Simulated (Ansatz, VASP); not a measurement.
# One calculation of Cu3N, two programs

```
Cu N
1.0
     3.78937    0.00000    0.00000
     0.00000    3.78937    0.00000
     0.00000    0.00000    3.78937
Cu N
3 1
Cartesian
  1.8947 0.0000 0.0000
  0.0000 1.8947 0.0000
  0.0000 0.0000 1.8947
  0.0000 0.0000 0.0000
```

Alike in both runs: task single point; functional r2SCAN; k mesh 6 × 6 × 6; occupations fermi-dirac, width 0.02 eV; no spin polarisation.

```csv
,VASP,Ansatz
version,VASP 6.6.1,Ansatz 0.2.0
potentials or method,"VASP PAW PBE potentials, release 64 (Cu, N)","plane waves, PAW"
plane-wave cutoff (eV),660,500
valence electrons in the cell,38,62
```

VASP gave:

```
pressure (GPa) : 0.7
```

**Question.** Which values does Ansatz return?

**Answer.** Pressure (GPa): 0.0.

VASP's potentials were made for PBE, not for r2SCAN. The functional is the same, so the differences come from potentials, cutoffs and numerics. VASP's potentials hold 38 valence electrons a cell and Ansatz's 62, so a difference there can come from the potentials and not from the codes.
